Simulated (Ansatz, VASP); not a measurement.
CdF2 in VASP and in Ansatz

File INCAR:

```
PREC     = Accurate       # precision mode
ENCUT    = 520            # plane-wave cutoff, eV
EDIFF    = 1E-6           # SCF threshold, eV
ISMEAR   = 0              # smearing method
SIGMA    = 0.02           # smearing width, eV
LREAL    = False          # projectors in reciprocal space
LASPH    = True           # aspherical terms in the spheres
NELM     = 100            # most SCF steps
ALGO     = Normal         # electronic algorithm
ISIF     = 2              # what is computed and relaxed
LWAVE    = False          # write WAVECAR
LCHARG   = True           # write CHGCAR
GGA      = PS             # functional
LELF     = True           # ELF
LVHAR    = True         
NBANDS   = 20             # bands
```

Contents of KPOINTS:

```
Automatic mesh
0
Gamma
  8 8 8
```

Contents of POSCAR:

```
CdF2
1.0
    0.0000000000      2.5922745600      2.5922745600
    2.5922745600      0.0000000000      2.5922745600
    2.5922745600      2.5922745600      0.0000000000
Cd F
1 2
Direct
    0.0000000000      0.0000000000      0.0000000000
    0.2500000000      0.2500000000      0.2500000000
    0.7500000000      0.7500000000      0.7500000000
```

Input for Ansatz:

```yaml
crystal:
  lattice:
    - [0.0, 2.59227456, 2.59227456]
    - [2.59227456, 0.0, 2.59227456]
    - [2.59227456, 2.59227456, 0.0]
  atoms:
    - { symbol: Cd, position: [0.0, 0.0, 0.0] }
    - { symbol: F, position: [0.25, 0.25, 0.25] }
    - { symbol: F, position: [0.75, 0.75, 0.75] }
basis:
  ecutwfc: 420
kpoints:
  mp_grid: { grid: [8, 8, 8] }
hamiltonian:
  xc: pbesol
scf:
  occupations: { method: gaussian, width: 0.02 }
output:
  forces: true
  stress: true
  eigenvalues: true
```

Alike in both runs: task single point; functional PBEsol; k mesh 8 × 8 × 8; occupations gaussian, width 0.02 eV; no spin polarisation.

```csv
,VASP,Ansatz
version,VASP 6.6.1,Ansatz 0.2.0
potentials or method,"VASP PAW PBE potentials, release 64 (Cd, F), cutoff 520 eV","scalar-relativistic, plane waves, PAW"
valence electrons in the cell,26,34
```

|  | VASP | Ansatz | Ansatz less VASP |
| --- | --- | --- | --- |
| gap on the k mesh at the Fermi level (eV) | 3.30 | 3.34 | +0.041 |
| least direct gap on the mesh (eV) | 3.62 | 3.66 | +0.040 |
| pressure (GPa) | 17.7 | 16.1 | -1.57 |

VASP's potentials were made for PBE, not for PBEsol. With one functional, cell and mesh, what is left measures potentials, basis and numerics. VASP's potentials hold 26 valence electrons a cell and Ansatz's 34, so a difference there can come from the potentials and not from the codes.
